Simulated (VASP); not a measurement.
Wanted: the native input for a VASP 6.6.1 run.

| Item | Value |
| --- | --- |
| Task | single point |
| Functional | PBE |
| Potentials or basis | VASP PAW PBE potentials, release 64 (In_d, H, F) |
| Cutoff | 600 eV |
| k mesh | 4 × 4 × 2 |
| Occupations | gaussian, width 0.15 eV |
| Spin | no spin polarisation |
| Dipole correction | no |
| Further INCAR settings | ALGO = Normal; EDIFF = 1e-06; NBANDS = 27 |

The structure of InH2F3 lies in POSCAR:

```
InH2F3
1.0
    3.0177469518      0.0000000000      0.0000000000
    0.0000000000      3.0177469518      0.0000000000
    0.0000000000      0.0000000000      8.8417066475
In H F
1 2 3
Direct
    0.0000000000      0.0000000000      0.0000000000
    0.0000000000      0.0000000000      0.4551446447
    0.0000000000      0.0000000000      0.5448553553
    0.5000000000      0.5000000000      0.1371074745
    0.5000000000      0.5000000000      0.5000000000
    0.5000000000      0.5000000000      0.8628925255
```

The cell was built from a structure type or drawn by symmetry, and may not be a known phase.

The input as run:

INCAR

```
PREC = Accurate
ENCUT = 600
EDIFF = 1E-6
ISMEAR = 0
SIGMA = 0.15
LREAL = F
LASPH = T
NELM = 120
ALGO = Normal
ISIF = 2
LWAVE = F
LCHARG = F
GGA = PE
NBANDS = 27
GGA_COMPAT = F
```

KPOINTS

```
Automatic mesh
0
Gamma
  4 4 2
```

Potentials or basis: VASP PAW PBE potentials, release 64 (In_d, H, F).

Run with:

```console
$ cat potpaw_PBE.64/In_d/POTCAR potpaw_PBE.64/H/POTCAR potpaw_PBE.64/F/POTCAR > POTCAR
$ mpirun -np 1 vasp_std > vasp.out
```

Results of the run:

| Quantity | Value |
| --- | --- |
| Pressure | 0.2 GPa |
| Largest force | 0.019 eV/Å |
| Band gap on the k mesh | zero (bands 18 and 19 overlap by 1.73 eV) |

Caveat: the k points lie up to 0.52 Å⁻¹ apart, too coarse for converged energies and pressures of a metal; spin-orbit coupling is left out, which moves the levels of the heavy elements.

It took 46 s on 1 thread of Intel(R) Xeon(R) Platinum 8259CL CPU @ 2.50GHz (Skylake/Cascade Lake) (shared host), peak memory 0.2 GiB.
